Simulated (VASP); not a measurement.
KBr:

```
Br K
1.0
     0.00000    3.23263    3.23263
     3.23263    0.00000    3.23263
     3.23263    3.23263    0.00000
Br K
1 1
Cartesian
  3.2326 3.2326 3.2326
  0.0000 0.0000 0.0000
```

Program: VASP 6.6.1. Alike in all runs: task single point; potentials or basis VASP PAW PBE potentials, release 64 (Br, K_sv); cell as given; k mesh 7 × 7 × 7; cutoff (eV) 520; smearing fermi-dirac 0.05 eV.

Order these runs on this cell by their band gap on the k mesh, lowest first.
A. level r2SCAN; spin off
B. level BLYP; spin off
C. level PBEsol; spin collinear, ferromagnetic start

C (4.44 eV), B (4.63 eV), A (5.26 eV).
